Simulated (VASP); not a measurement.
The system is GaN.

```
CELL_PARAMETERS angstrom
3.13702 0.00000 0.00000
-1.56851 2.71674 0.00000
0.00000 0.00000 5.09618
ATOMIC_POSITIONS crystal
Ga 0.66667 0.33333 0.50000
Ga 0.33333 0.66667 0.00000
N 0.66667 0.33333 0.87500
N 0.33333 0.66667 0.37500
```

Base run:

```yaml
Program: VASP 6.6.1
Functional: revPBE
Dispersion: D4
Potentials_or_basis: VASP PAW PBE potentials, release 64 (Ga_d, N)
Cutoff: 520 eV
k_mesh: 10 × 10 × 5
Occupations: fermi-dirac, width 0.05 eV
Spin: no spin polarisation
```

Its results: band gap on the k mesh 2.29 eV, direct; pressure 6.5 GPa; largest force 0.137 eV/Å.

**Question.** The run is repeated on the same cell with these changes: dispersion from D4 to none. What comes out?

**Answer.** Band gap on the k mesh 2.29 eV, direct; pressure 19.3 GPa; largest force 0.149 eV/Å.

Dispersion adds attraction, which lowers the pressure at fixed volume and, as a term added to the energy, leaves the levels alone.

Caveats: the PAW data sets were made with another functional, which shifts forces and pressure a little.

